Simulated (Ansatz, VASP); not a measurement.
Two plane-wave programs on SrHAu

```xyz
6
Lattice="3.9228 0.0000 0.0000 0.0000 3.9228 0.0000 0.0000 0.0000 7.5835" Properties=species:S:1:pos:R:3 pbc="T T T"
Sr    0.0000    1.9614    1.5167
Sr    1.9614    0.0000    6.0668
H     0.0000    0.0000    0.0000
H     1.9614    1.9614    0.0000
Au    0.0000    1.9614    5.3084
Au    1.9614    0.0000    2.2750
```

Alike in both runs: task single point; functional RPBE; k mesh 7 × 7 × 4; no spin polarisation.

```csv
,VASP,Ansatz
version,VASP 6.6.1,Ansatz 0.2.0
potentials or method,"VASP PAW PBE potentials, release 64 (Sr_sv, H, Au), cutoff 520 eV",PAW plane waves
occupations,"fermi-dirac, width 0.1 eV",fermi-dirac
valence electrons in the cell,44,60
```

|  | VASP | Ansatz | Ansatz less VASP |
| --- | --- | --- | --- |
| pressure (GPa) | 12.4 | 12.2 | -0.27 |
| traceless stress, the component that is largest in VASP (GPa) | -11.34 | -11.12 | +0.218 |
| rms of the force components (eV/Å) | 0.671 | 0.661 | -0.0098 |

VASP's potentials were made for PBE, not for RPBE. Atom by atom the forces differ by 0.010 eV/Å (rms over components). VASP's potentials hold 44 valence electrons a cell and Ansatz's 60, so a difference there can come from the potentials and not from the codes.

Neither program's run includes spin-orbit coupling.
